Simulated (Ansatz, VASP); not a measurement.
This is a calculation of Pb for Ansatz 0.2.0.

File input.yaml:

```yaml
crystal:
  lattice:
    - [0.0, 2.47502, 2.47502]
    - [2.47502, 0.0, 2.47502]
    - [2.47502, 2.47502, 0.0]
  atoms:
    - { symbol: Pb, position: [0.0, 0.0, 0.0] }
hamiltonian:
  xc: pbesol
  pseudopotentials: { kind: paw }
  dispersion: d4
kpoints:
  mp_grid: { grid: [9, 9, 9] }
scf:
  occupations: { method: fermi_dirac, width: 0.05 }
output:
  forces: true
  stress: true
relax:
  f_tol: 0.01
  max_steps: 40
  cell: { stress_tol: 0.05 }
```

Potentials or basis: Ansatz PAW.

Run with:

```console
$ ansatz run input.yaml --threads 2 --pin off --max-ram 5632MiB --backend cpu --events-out ev --progress --plain --runs-dir out
```

Problem. Translate it to VASP 6.6.1. Potentials there: VASP PAW PBE potentials, release 64 (Pb_d).

Solution. As run (the cutoff follows the program's own potentials):

Contents of INCAR:

```
  PREC = Accurate
  ENCUT = 600
  EDIFF = 1E-6
  ISMEAR = -1
  SIGMA = 0.05
  LREAL = F
  LASPH = T
  NELM = 100
  ALGO = Normal
  ISIF = 3
  LWAVE = F
  LCHARG = F
  GGA = PS
  IVDW = 13
  IBRION = 2
  NSW = 60
  EDIFFG = -0.01
```

KPOINTS

```
regular mesh
0
Gamma
  9 9 9
```

File POSCAR:

```
Pb
1.0
    0.0000000000      2.4750200000      2.4750200000
    2.4750200000      0.0000000000      2.4750200000
    2.4750200000      2.4750200000      0.0000000000
Pb
1
Direct
    0.0000000000      0.0000000000      0.0000000000
```

Potentials or basis: VASP PAW PBE potentials, release 64 (Pb_d).

Command:

```sh
$ cat potpaw_PBE.64/Pb_d/POTCAR > POTCAR
$ mpirun -np 1 vasp_std > vasp.out
```

Both were run:

|  | VASP | Ansatz | Ansatz less VASP |
| --- | --- | --- | --- |
| relaxed volume (Å³/atom) | 29.15 | 29.16 | +0.010 |
| relaxed cell length with the largest relative difference (Å) | 3.454 | 3.455 | +0.0004 |

VASP's potentials were made for PBE, not for PBEsol.

Neither program's run includes spin-orbit coupling. Noted on Ansatz's run: the plane-wave basis is chosen anew once the cell has moved, so the energies of steps on either side of that aren't comparable.
